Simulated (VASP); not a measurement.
NaBeF3:

```
Na Be F
1.0
     3.94715    0.00000    0.00000
     0.00000    3.94715    0.00000
     0.00000    0.00000    3.94715
Na Be F
1 1 3
Cartesian
  0.0000 0.0000 0.0000
  1.9736 1.9736 1.9736
  0.0000 1.9736 1.9736
  1.9736 0.0000 1.9736
  1.9736 1.9736 0.0000
```

```yaml
Program: VASP 6.6.1
Task: relaxation of cell and atoms
Functional: PBE
Potentials_or_basis: VASP PAW PBE potentials, release 64 (Na_pv, Be, F)
Cutoff: 600 eV
k_mesh: 4 × 4 × 4
Occupations: gaussian, width 0.1 eV
Spin: no spin polarisation
```

At the start: pressure -16.7 GPa; volume 12.30 Å³/atom.

Problem. How do energy, volume and symmetry change on relaxing?

Solution. Over 4 steps the energy falls by 221.4 meV/atom and the volume is 9.03 Å³/atom (-26.6 %); space group Pm-3m (No. 221, to 0.05 Å).

The path:
| step | energy change (eV) | largest force (eV/Å) | pressure (GPa) | volume (Å³) |
| --- | --- | --- | --- | --- |
| 1 | 0.0000 | 0.0000 | -16.70 | 61.50 |
| 2 | -0.9284 | 0.0000 | -9.41 | 50.78 |
| 3 | -1.1024 | 0.0000 | -1.78 | 46.09 |
| 4 | -1.1068 | 0.0000 | 0.31 | 45.16 |

Final structure:
```
Na Be F
1.0
     3.56103    0.00000    0.00000
     0.00000    3.56103    0.00000
     0.00000    0.00000    3.56103
Na Be F
1 1 3
Cartesian
  0.0000 0.0000 0.0000
  1.7805 1.7805 1.7805
  0.0000 1.7805 1.7805
  1.7805 0.0000 1.7805
  1.7805 1.7805 0.0000
```

Caveat: the volume moved by over 15 % at a fixed basis, so the end points are rough.
